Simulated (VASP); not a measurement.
Here is a VASP 6.6.1 calculation.

File POSCAR:

```
C
1.0
    2.4656963727     -0.0000077607      0.0000000000
    1.2328554414      2.1353515081      0.0000000000
    0.0000000000      0.0000000000     26.0015393195
C
2
Direct
    0.1656234898      0.1656234898      0.5000002658
    0.4989568488      0.4989568488      0.4999997342
```

INCAR.step1

```
PREC = Accurate ; ENCUT = 520
EDIFF = 1E-5 ; ISMEAR = 0
SIGMA = 0.1 ; LREAL = False
LASPH = True ; NELM = 80
ALGO = Normal ; ISIF = 2
LWAVE = True ; LCHARG = False
LDIPOL = True ; IDIPOL = 3
DIPOL = 0.5 0.5 0.500 ; GGA = PE
NBANDS = 11 ; LUSENCCL = False
```

File INCAR.step2:

```
PREC = Accurate ; ENCUT = 520
EDIFF = 1E-6 ; ISMEAR = 0
SIGMA = 0.1 ; LREAL = False
LASPH = True ; NELM = 80
ALGO = Normal ; ISIF = 2
LWAVE = False ; LCHARG = False
LDIPOL = True ; IDIPOL = 3
DIPOL = 0.5 0.5 0.500 ; GGA = PE
LHFCALC = True ; HFSCREEN = 0.2079
PRECFOCK = Normal ; IVDW = 12
VDW_S6 = 1.0 ; VDW_S8 = 2.31
VDW_A1 = 0.383 ; VDW_A2 = 5.685
ISTART = 1 ; NBANDS = 11
LUSENCCL = False
```

The input KPOINTS:

```
Automatic mesh
0
Gamma
  12 12 1
```

Potentials or basis: VASP PAW PBE potentials, release 64 (C).

Command:

```console
$ cat potpaw_PBE.64/C/POTCAR > POTCAR
$ cp INCAR.step1 INCAR
$ mpirun -np 1 vasp_std > vasp.out
$ cp INCAR.step2 INCAR
$ mpirun -np 1 vasp_std > vasp.out
```

**Question.** Predict the dispersion energy per atom.

**Answer.** -0.071 eV.

**Question.** Estimate the band gap on the k mesh.

**Answer.** Zero (filled and empty bands touch).
